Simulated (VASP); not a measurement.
Au:

```
Au
1.0
     0.00000    2.03500    2.03500
     2.03500    0.00000    2.03500
     2.03500    2.03500    0.00000
Au
1
Direct
  0.00000 0.00000 0.00000
```

```yaml
Program: VASP 6.6.1
Task: relaxation of cell and atoms
Functional: PBEsol
Dispersion: D3(BJ)
Potentials_or_basis: VASP PAW PBE potentials, release 64 (Au)
Cutoff: 500 eV
k_mesh: 11 × 11 × 11
Occupations: fermi-dirac, width 0.05 eV
Spin: no spin polarisation
```

At the start: pressure -4.8 GPa; volume 16.85 Å³/atom.

Q: Where does the relaxation end?

A: Over 4 steps the energy falls by 6.7 meV/atom and the volume is 16.42 Å³/atom (-2.6 %); space group Fm-3m (No. 225, to 0.05 Å).

The path:
```csv
step,energy change (eV),largest force (eV/Å),pressure (GPa),volume (Å³)
1,0.0000,0.0000,-4.81,16.85
2,0.0185,0.0000,11.02,15.65
3,-0.0067,0.0000,-0.07,16.43
4,-0.0067,0.0000,0.03,16.42
```

Final structure:
```
CELL_PARAMETERS angstrom
0.00000 2.01736 2.01736
2.01736 0.00000 2.01736
2.01736 2.01736 0.00000
ATOMIC_POSITIONS crystal
Au 0.00000 0.00000 0.00000
```

Caveat: the PAW data sets were made with another functional, which shifts forces and pressure a little; pairwise dispersion overbinds metals, which lowers pressure and volume.
